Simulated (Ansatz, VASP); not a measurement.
## Two plane-wave programs on CdS

INCAR

```
SYSTEM = CdS
  PREC = Accurate
  ENCUT = 630
  EDIFF = 1E-6
  ISMEAR = 0
  SIGMA = 0.05
  LREAL = .False.
  LASPH = .True.
  NELM = 120
  ALGO = Normal
  ISIF = 2
  LWAVE = .False.
  LCHARG = .False.
  GGA = PE
  IVDW = 12
  NBANDS = 34
  GGA_COMPAT = .False.
```

Contents of KPOINTS:

```
Automatic mesh
0
Gamma
  8 8 8
  0 0 0
```

File POSCAR:

```
CdS
1.0
    4.0976668513      0.0000000000      0.0000000000
    2.0488334257     -3.5486835895     -3.8283122367
    2.0488334256      3.5486835895     -3.8283122367
Cd S
2 2
Direct
    0.7653972088      0.2346027912      0.2346027912
    0.2653972088      0.7346027912      0.7346027912
    0.6731027913      0.6602305421      0.9935638754
    0.1731027912      0.1602305421      0.4935638754
```

Input for Ansatz:

```yaml
crystal:
  lattice:
    - [4.0976668513, 0.0, 0.0]
    - [2.0488334257, -3.5486835895, -3.8283122367]
    - [2.0488334256, 3.5486835895, -3.8283122367]
  atoms:
    - { symbol: Cd, position: [0.7653972088, 0.2346027912, 0.2346027912] }
    - { symbol: Cd, position: [0.2653972088, 0.7346027912, 0.7346027912] }
    - { symbol: S, position: [0.6731027913, 0.6602305421, 0.9935638754] }
    - { symbol: S, position: [0.1731027912, 0.1602305421, 0.4935638754] }
basis:
  ecutwfc: 420
kpoints:
  mp_grid: { grid: [8, 8, 8] }
hamiltonian:
  xc: pbe
  dispersion: d3bj
scf:
  occupations: { method: gaussian, width: 0.05 }
output:
  forces: true
  stress: true
  eigenvalues: true
  write_density: true
  write_potential: true
  elf: true
  volumetric_format: npy
```

Alike in both runs: task single point; functional PBE; dispersion D3(BJ); k mesh 8 × 8 × 8; occupations gaussian, width 0.05 eV; no spin polarisation.

|  | VASP | Ansatz |
| --- | --- | --- |
| version | VASP 6.6.1 | Ansatz 0.2.0 |
| potentials or method | VASP PAW PBE potentials, release 64 (Cd_sv_GW, S), cutoff 630 eV | scalar-relativistic, plane waves, PAW |
| valence electrons in the cell | 52 | 52 |

|  | VASP | Ansatz | Ansatz less VASP |
| --- | --- | --- | --- |
| gap on the k mesh at the Fermi level (eV) | 0.93 | 0.91 | -0.012 |
| least direct gap on the mesh (eV) | 1.24 | 1.24 | -0.002 |
| pressure (GPa) | -0.1 | 0.0 | +0.13 |
